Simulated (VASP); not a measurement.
Wanted: the native input for a VASP 6.6.1 run.

* Task: single point
* Functional: PBE
* Potentials or basis: VASP PAW PBE potentials, release 64 (Cr_pv)
* Cutoff: 520 eV
* k mesh: 21 × 21 × 21
* Occupations: fermi-dirac, width 0.08 eV
* Spin: no spin polarisation
* Dipole correction: no
* Further INCAR settings: ALGO = Normal; EDIFF = 1e-06; NBANDS = 12

The structure of Cr lies in POSCAR:

```
Cr
1.0
   -1.4000999873      1.4000999873      1.4000999873
    1.4000999873     -1.4000999873      1.4000999873
    1.4000999873      1.4000999873     -1.4000999873
Cr
1
Direct
    0.0000000000      0.0000000000      0.0000000000
```

This cell differs from its parent crystal: volume scaled by 0.95.

These files were run (other wordings do the same):

INCAR

```
  PREC = Accurate
  ENCUT = 520
  EDIFF = 1E-6
  ISMEAR = -1
  SIGMA = 0.08
  LREAL = F
  LASPH = T
  NELM = 100
  ALGO = Normal
  ISIF = 2
  LWAVE = F
  LCHARG = F
  GGA = PE
  NBANDS = 12
```

KPOINTS

```
regular mesh
0
Gamma
  21 21 21
```

Potentials or basis: VASP PAW PBE potentials, release 64 (Cr_pv).

Run with:

```console
$ cat potpaw_PBE.64/Cr_pv/POTCAR > POTCAR
$ mpirun -np 1 vasp_std > vasp.out
```

It gave:

* Pressure: 14.2 GPa
* Band gap on the k mesh: zero (band 6 reaches 14.27 eV, above the bottom of band 7 at 10.74 eV)

Caveat: the run has no spin polarisation, though such a crystal can be magnetic.

Run time: 24 s on 1 thread of Intel(R) Xeon(R) Platinum 8259CL CPU @ 2.50GHz (Skylake/Cascade Lake), on a shared host, peak memory 0.15 GiB.
